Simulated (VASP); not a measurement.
Wanted: the native input for a VASP 6.6.1 run.

| Quantity | Value |
| --- | --- |
| Task | relaxation of cell and atoms |
| Functional | PBE |
| Potentials or basis | VASP PAW PBE potentials, release 64 (Ca_sv, Se) |
| Cutoff | 600 eV |
| k mesh | 8 × 8 × 8 |
| Occupations | gaussian, width 0.02 eV |
| Spin | no spin polarisation |
| Dipole correction | no |
| Further INCAR settings | ALGO = Normal; EDIFF = 1e-06; IBRION = 2; EDIFFG = -0.005; NSW = 100; ISIF = 3 |

The structure of CaSe lies in POSCAR:

```
CaSe
1.0
    0.0000000000      2.9702381052      2.9702381052
    2.9702381052      0.0000000000      2.9702381052
    2.9702381052      2.9702381052      0.0000000000
Ca Se
1 1
Direct
    0.0000000000      0.0000000000      0.0000000000
    0.5000000000      0.5000000000      0.5000000000
```

These files were run (other wordings do the same):

INCAR

```
SYSTEM = CaSe
PREC = Accurate ; ENCUT = 600
EDIFF = 1E-6 ; ISMEAR = 0
SIGMA = 0.02 ; LREAL = .False.
LASPH = .True. ; NELM = 60
ALGO = Normal ; ISIF = 3
LWAVE = .False. ; LCHARG = .False.
GGA = PE ; IBRION = 2
NSW = 100 ; EDIFFG = -0.005
```

KPOINTS

```
regular mesh
0
Gamma
  8 8 8
  0 0 0
```

Potentials or basis: VASP PAW PBE potentials, release 64 (Ca_sv, Se).

Run with:

```sh
$ cat potpaw_PBE.64/Ca_sv/POTCAR potpaw_PBE.64/Se/POTCAR > POTCAR
$ mpirun -np 1 vasp_std > vasp.out
```

It gave:

- Relaxed volume: 26.53 Å³/atom
- Relaxed cell: a = 4.218 Å, b = 4.218 Å, c = 4.218 Å, α = 60.00°, β = 60.00°, γ = 60.00°
- Space group after relaxing (to 0.1 Å): Fm-3m (No. 225)
- Energy gained by relaxing: 0.6 meV/atom
- Ionic steps: 3
- Pressure after relaxing: 0.0 GPa
- Band gap on the k mesh: 2.08 eV (least direct gap 2.99 eV)

It took 65 s on 1 thread of Intel Xeon 8259CL, with other jobs on the host, peak memory 0.21 GiB.
